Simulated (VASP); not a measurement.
**BP: single point with r2SCAN**

BP:

```
B P
1.0
     0.00000    2.23240    2.34402
     2.23240    0.00000    2.34402
     2.23240    2.23240    0.00000
B P
1 1
Direct
  0.00000 0.00000 0.00000
  0.75000 0.75000 0.75000
```

This cell differs from its parent crystal: ratio of the length along z to the lengths across it x 1.05, volume and fractional coordinates fixed.

```yaml
Program: VASP 6.6.1
Task: single point
Functional: r2SCAN
Potentials_or_basis: VASP PAW PBE potentials, release 64 (B, P)
Cutoff: 520 eV
k_mesh: 12 × 12 × 12
Occupations: gaussian, width 0.05 eV
Spin: no spin polarisation
Dipole_correction: no
Further_INCAR_settings: ALGO = Normal; EDIFF = 1e-06; NBANDS = 11
```

The pressure is -0.7 GPa and the band gap on the k mesh is 1.05 eV (least direct gap 3.38 eV).

Stress tensor (GPa, compression positive):
```
  4.31   0.00   0.00
  0.00   4.31   0.00
  0.00   0.00 -10.70
```

Levels at points of the mesh, in eV from the valence-band top:
| k point | band 2 | band 3 | band 4 | band 5 | band 6 | band 7 |
| --- | --- | --- | --- | --- | --- | --- |
| (0.00, 0.00, 0.00) | -0.54 | 0.00 | 0.00 | 3.38 | 3.38 | 3.67 |
| (0.50, 0.00, 0.00) | -9.68 | -2.39 | -1.70 | 3.60 | 4.97 | 5.10 |
| (0.50, 0.50, 0.00) | -9.60 | -4.16 | -4.16 | 1.74 | 2.22 | 12.88 |
| (0.50, 0.00, 0.50) | -9.15 | -4.74 | -4.64 | 1.18 | 1.50 | 12.23 |

Wall time 46 s on 1 thread of Intel(R) Xeon(R) 6975P-C (Granite Rapids), with other jobs on the host, peak memory 0.16 GiB.

Caveat: the stress differs along the axes, from -11 to 4 GPa; the PAW data sets were made with another functional, which shifts forces and pressure a little. A k mesh can miss the band edges.
